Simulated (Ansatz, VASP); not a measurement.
# One calculation of Ba2S, two programs

```
S Ba
1.0
     1.73682   -1.00276    6.08725
     0.00000    2.00551    6.08725
    -1.73682   -1.00276    6.08725
S Ba
1 2
Direct
  0.00000 0.00000 0.00000
  0.23042 0.23042 0.23042
  0.76958 0.76958 0.76958
```

Change from the starting cell: volume scaled by 0.5, LAPW.

Alike in both runs: task single point; functional PBEsol; k mesh 9 × 9 × 9; occupations fermi-dirac, width 0.05 eV; no spin polarisation.

```csv
,VASP,Ansatz
version,VASP 6.6.1,Ansatz 0.2.0
potentials or method,"VASP PAW PBE potentials, release 64 (S, Ba_sv), cutoff 520 eV","all-electron LAPW, scalar-relativistic"
```

|  | VASP | Ansatz | Ansatz less VASP |
| --- | --- | --- | --- |
| pressure (GPa) | 36.4 | 31.1 | -5.32 |
| traceless stress, the component that is largest in VASP (GPa) | 0.44 | -0.03 | -0.473 |
| rms of the force components (eV/Å) | 0.153 | 0.004 | -0.1489 |

VASP's potentials were made for PBE, not for PBEsol. Atom by atom the forces differ by 0.157 eV/Å (rms over components). The pressures are high and differ by over a tenth, so treat them with care. One of these differences is far larger than is usual between the two programs; its cause wasn't traced. Ansatz ran all-electron here, and VASP with PAW potentials.

Spin-orbit coupling is off throughout.
